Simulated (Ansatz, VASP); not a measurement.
One calculation of SiO2, two programs

```
CELL_PARAMETERS angstrom
-4.46962 4.46962 4.46962
4.46962 -4.46962 4.46962
4.46962 4.46962 -4.46962
ATOMIC_POSITIONS crystal
Si 0.50000 0.25000 0.75000
Si 0.50000 0.75000 0.25000
Si 0.25000 0.75000 0.50000
Si 0.75000 0.25000 0.50000
Si 0.25000 0.50000 0.75000
Si 0.75000 0.50000 0.25000
O 0.35252 0.00000 0.64748
O 0.64748 0.64748 0.29495
O 0.35252 0.64748 0.00000
O 0.35252 0.70505 0.35252
O 0.64748 0.29495 0.64748
O 0.00000 0.35252 0.64748
O 0.70505 0.35252 0.35252
O 0.64748 0.35252 0.00000
O 0.00000 0.64748 0.35252
O 0.29495 0.64748 0.64748
O 0.35252 0.35252 0.70505
O 0.64748 0.00000 0.35252
```

Alike in both runs: task electric field gradients; functional PBE; k mesh 4 × 4 × 4; occupations fermi-dirac, width 0.02 eV; no spin polarisation.

```csv
,VASP,Ansatz
version,VASP 6.6.1,Ansatz 0.2.0
potentials or method,"VASP PAW PBE potentials, release 64 (Si, O)","plane-wave PAW, scalar-relativistic"
plane-wave cutoff (eV),520,420
valence electrons in the cell,96,96
```

|  | VASP | Ansatz | Ansatz less VASP |
| --- | --- | --- | --- |
| gap on the k mesh at the Fermi level (eV) | 5.51 | 5.51 | +0.002 |
| pressure (GPa) | 3.2 | 3.2 | -0.07 |
| rms of the force components (eV/Å) | 0.101 | 0.105 | +0.0042 |
| size of Vzz on the site where it differs most (V/Å²) | 94.1 | 102.3 | +8.24 |

Atom by atom the forces differ by 0.004 eV/Å (rms over components). Ansatz's warnings: xc potential rough in thin density.
